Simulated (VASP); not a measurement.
The system is GaN.

```xyz
4
Lattice="4.0646 0.0000 0.0000 0.0000 4.0646 0.0000 0.0000 0.0000 3.3525" Properties=species:S:1:pos:R:3 pbc="T T T"
Ga    0.0000    0.0000    1.6763
Ga    2.0323    2.0323    1.6763
N     2.0323    0.0000    2.1912
N     0.0000    2.0323    1.1614
```

| Item | Value |
| --- | --- |
| Program | VASP 6.6.1 |
| Task | relaxation of cell and atoms |
| Functional | PBE |
| Potentials or basis | VASP PAW PBE potentials, release 64 (Ga_d, N) |
| Cutoff | 600 eV |
| k mesh | 4 × 4 × 6 |
| Occupations | gaussian, width 0.1 eV |
| Spin | no spin polarisation |

At the start: pressure -13.5 GPa; volume 13.85 Å³/atom.

Question: Where does the relaxation end?

Answer: Over 7 steps the energy falls by 176.4 meV/atom and the volume is 13.32 Å³/atom (-3.8 %); space group P4/nmm (No. 129, to 0.05 Å).

Step by step:
```
step  energy change (eV)  largest force (eV/Å)  pressure (GPa)  volume (Å³)
   1              0.0000                0.1430          -13.49        55.39
   2             -0.2104                1.5566           22.54        46.35
   3             -0.4971                0.6103            2.76        49.85
   4             -0.5861                0.4843            1.59        50.80
   5             -0.7041                0.0578           -0.95        53.50
   6             -0.6997                0.0946            2.16        52.76
   7             -0.7054                0.0108            0.03        53.26
```

Final structure:
```cif
data_structure
_symmetry_space_group_name_H-M 'P 1'
_symmetry_Int_Tables_number 1
_cell_length_a 3.7584
_cell_length_b 3.7584
_cell_length_c 3.7706
_cell_angle_alpha 90.000
_cell_angle_beta 90.000
_cell_angle_gamma 90.000
_cell_volume 53.26
loop_
_atom_site_label
_atom_site_type_symbol
_atom_site_fract_x
_atom_site_fract_y
_atom_site_fract_z
_atom_site_occupancy
Ga1 Ga 0.00000 0.00000 0.50000 1
Ga2 Ga 0.50000 0.50000 0.50000 1
N1 N 0.50000 0.00000 0.68326 1
N2 N 0.00000 0.50000 0.31674 1
```
